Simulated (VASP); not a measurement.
Rh: single point with PBE

Crystal: Rh.

```
CELL_PARAMETERS angstrom
2.67040 0.00000 0.00000
-1.33520 2.31263 0.00000
0.00000 0.00000 4.24480
ATOMIC_POSITIONS crystal
Rh 0.66667 0.33333 0.75000
Rh 0.33333 0.66667 0.25000
```

This isn't the form of Rh at room conditions, which is fcc.

```yaml
Program: VASP 6.6.1
Task: single point
Functional: PBE
Potentials_or_basis: VASP PAW PBE potentials, release 64 (Rh_pv)
Cutoff: 520 eV
k_mesh: 18 × 18 × 10
Occupations: gaussian, width 0.15 eV
Spin: no spin polarisation
```

```yaml
Pressure: 22.7 GPa
Band_gap_on_the_k_mesh: zero (bands 15 and 16 overlap by 2.64 eV)
```

Stress tensor (GPa, compression positive):
```
20.91  0.00  0.00
 0.00 20.91  0.00
 0.00  0.00 26.27
```

Levels at points of the mesh, in eV from the Fermi level:
```
           k point  band 12  band 13  band 14  band 15  band 16  band 17  band 18  band 19
(0.00, 0.00, 0.00)    -2.69    -2.69    -2.21    -2.21     0.12     0.12     0.85     9.37
(0.50, 0.00, 0.00)    -2.39    -2.35     0.36     0.73     0.73     3.14     5.34    10.74
(0.00, 0.00, 0.50)    -3.45    -3.38    -3.38    -0.48    -0.48    -0.48    -0.48    15.06
(0.50, 0.00, 0.50)    -1.89    -0.37    -0.37     0.59     0.59     2.73     2.73     9.78
```

Wall time 44 s on 1 thread of Intel(R) Xeon(R) 6975P-C (Granite Rapids), with other jobs on the host, peak memory 0.21 GiB.

Caveat: the cell stands under pressure.
